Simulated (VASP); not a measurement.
**Mo3P4: relaxation of cell and atoms with PBE**

The system is Mo3P4.

```
CELL_PARAMETERS angstrom
4.94298 0.00000 0.00000
0.00000 4.94298 0.00000
0.00000 0.00000 4.94298
ATOMIC_POSITIONS crystal
Mo 0.00000 0.00000 0.50000
Mo 0.50000 0.00000 0.00000
Mo 0.00000 0.50000 0.00000
P 0.69286 0.30714 0.30714
P 0.30714 0.69286 0.30714
P 0.30714 0.30714 0.69286
P 0.69286 0.69286 0.69286
```

The cell was generated, and may not be a known phase.

- Program: VASP 6.6.1
- Task: relaxation of cell and atoms
- Functional: PBE
- Potentials or basis: VASP PAW PBE potentials, release 64 (Mo_sv, P)
- Cutoff: 600 eV
- k mesh: 8 × 8 × 8
- Occupations: gaussian, width 0.1 eV
- Spin: no spin polarisation
- Dipole correction: no
- Further INCAR settings: ALGO = Normal; EDIFF = 1e-06; IBRION = 2; EDIFFG = -0.01; NSW = 100; ISIF = 3

```json
{
  "Relaxed volume": "17.40 Å³/atom",
  "Relaxed cell": "a = 4.957 Å, b = 4.957 Å, c = 4.957 Å, α = 90.00°, β = 90.00°, γ = 90.00°",
  "Space group after relaxing (to 0.1 Å)": "P-43m (No. 215)",
  "Energy gained by relaxing": "0.6 meV/atom",
  "Ionic steps": "6",
  "Pressure after relaxing": "0.0 GPa",
  "Largest force after relaxing": "0.003 eV/Å",
  "Band gap on the k mesh": "zero (bands 31 and 32 overlap by 1.06 eV)"
}
```

Forces on the atoms (eV/Å):
```
Mo   0.000  0.000  0.000
Mo   0.000  0.000  0.000
Mo   0.000  0.000  0.000
P   -0.002  0.002  0.002
P    0.002 -0.002  0.002
P    0.002  0.002 -0.002
P   -0.002 -0.002 -0.002
```

Step by step:
```
step  energy change (eV)  largest force (eV/Å)  pressure (GPa)  volume (Å³)
   1              0.0000                0.1183           -0.06       120.77
   2             -0.0017                0.0432            0.46       120.66
   3             -0.0018                0.0200            0.61       120.62
   4             -0.0028                0.0147            0.49       120.86
   5             -0.0044                0.0003            0.12       121.58
   6             -0.0045                0.0035            0.02       121.77
```

Final structure:
```xyz
7
Lattice="4.9566 0.0000 0.0000 0.0000 4.9566 0.0000 0.0000 0.0000 4.9566" Properties=species:S:1:pos:R:3 pbc="T T T"
Mo    4.9566    0.0000    2.4783
Mo    2.4783    0.0000    0.0000
Mo    4.9566    2.4783    0.0000
P     3.4455    1.5110    1.5110
P     1.5110    3.4455    1.5110
P     1.5110    1.5110    3.4455
P     3.4455    3.4455    3.4455
```

Levels at points of the mesh, in eV from the Fermi level:
| k point | band 27 | band 28 | band 29 | band 30 | band 31 | band 32 | band 33 | band 34 | band 35 | band 36 |
| --- | --- | --- | --- | --- | --- | --- | --- | --- | --- | --- |
| (0.00, 0.00, 0.00) | -0.75 | -0.75 | -0.75 | -0.02 | -0.02 | 0.86 | 0.86 | 0.86 | 1.08 | 1.98 |
| (0.50, 0.00, 0.00) | -1.54 | -1.54 | -1.53 | -0.52 | -0.30 | -0.30 | 0.44 | 0.71 | 1.38 | 1.97 |
| (0.50, 0.50, 0.00) | -1.10 | -1.10 | -0.75 | -0.67 | 0.11 | 0.11 | 0.72 | 0.72 | 0.73 | 1.42 |
| (0.50, 0.50, 0.50) | -1.89 | -1.89 | -0.54 | 0.76 | 0.76 | 0.76 | 1.57 | 1.57 | 1.57 | 3.14 |

Run time: 3.7 min on 1 thread of Intel(R) Xeon(R) 6975P-C (Granite Rapids), on a shared host, peak memory 0.35 GiB.
